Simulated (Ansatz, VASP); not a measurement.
## TiO2 in VASP and in Ansatz

```
Ti O
1.0
     0.00000    2.39683    2.39683
     2.39683    0.00000    2.39683
     2.39683    2.39683    0.00000
Ti O
1 2
Direct
  0.00000 0.00000 0.00000
  0.25000 0.25000 0.25000
  0.75000 0.75000 0.75000
```

Alike in both runs: task single point; functional r2SCAN; k mesh 6 × 6 × 6; no spin polarisation.

```csv
,VASP,Ansatz
version,VASP 6.6.1,Ansatz 0.2.0
potentials or method,"VASP PAW PBE potentials, release 64 (Ti_sv, O), cutoff 520 eV",plane waves
occupations,"gaussian, width 0.01 eV",fixed
valence electrons in the cell,24,24
```

```tsv
	VASP	Ansatz	Ansatz less VASP
gap on the k mesh at the Fermi level (eV)	1.54	1.51	-0.038
pressure (GPa)	1.5	0.0	-1.54
```

VASP's potentials were made for PBE, not for r2SCAN.
